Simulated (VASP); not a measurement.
Here is a VASP 6.6.1 calculation.

Contents of INCAR:

```
SYSTEM = Mo12N
PREC     = Accurate       ! precision mode
ENCUT    = 520            ! plane-wave cutoff, eV
EDIFF    = 1E-6           ! SCF threshold, eV
ISMEAR   = 0              ! smearing method
SIGMA    = 0.1            ! smearing width, eV
LREAL    = .FALSE.        ! projectors in reciprocal space
LASPH    = .TRUE.         ! aspherical terms in the spheres
NELM     = 100            ! most SCF steps
ALGO     = Normal         ! electronic algorithm
ISIF     = 2              ! what is computed and relaxed
LWAVE    = .FALSE.        ! write WAVECAR
LCHARG   = .FALSE.        ! write CHGCAR
LDIPOL   = .TRUE.       
IDIPOL   = 3            
DIPOL    = 0.5 0.5 0.324
GGA      = PE             ! functional
NBANDS   = 98             ! bands
```

File KPOINTS:

```
regular mesh
0
G
  5 5 1
  0 0 0
```

File POSCAR:

```
Mo12N
1.0
    5.4740909335      0.0000000000      0.0000000000
   -1.8246969778      5.1610224265      0.0000000000
    0.0000000000      0.0000000000     19.8082441086
Mo N
12 1
Direct
    0.2500000000      0.2500000000      0.2019361221
    0.2500000000      0.7500000000      0.2019361221
    0.7500000000      0.2500000000      0.2019361221
    0.7500000000      0.7500000000      0.2019361221
    0.0000000000      0.0000000000      0.3106875862
    0.0000000000      0.5000000000      0.3106875862
    0.5000000000      0.0000000000      0.3106875862
    0.5000000000      0.5000000000      0.3106875862
    0.2500000000      0.2500000000      0.4194336491
    0.2500000000      0.7500000000      0.4194336491
    0.7500000000      0.2500000000      0.4194336491
    0.7500000000      0.7500000000      0.4194336491
    0.3333333333      0.5833333333      0.4877918312
```

Potentials or basis: VASP PAW PBE potentials, release 64 (Mo_sv, N).

Run with:

```sh
$ cat potpaw_PBE.64/Mo_sv/POTCAR potpaw_PBE.64/N/POTCAR > POTCAR
$ mpirun -np 1 vasp_std > vasp.out
```

Task: Predict the band gap on the k mesh.

Result: Zero (an odd number of electrons rules out a gap without spin polarisation).

Task: What does it give for the largest force?

Result: 2.422 eV/Å.

Forces in eV/Å, atoms in the order of the input:
```
Mo   0.055 -0.005 -0.156
Mo  -0.072  0.030 -0.100
Mo  -0.076 -0.049  0.070
Mo  -0.031  0.104 -0.088
Mo   0.060 -0.167 -0.140
Mo  -0.126 -0.223 -0.438
Mo   0.169  0.301 -0.499
Mo  -0.063  0.077 -0.044
Mo  -0.264  0.570  1.262
Mo  -0.928  1.141  0.148
Mo  -0.309  0.011 -0.540
Mo  -0.019  0.025  0.472
N    1.604 -1.814  0.053
```
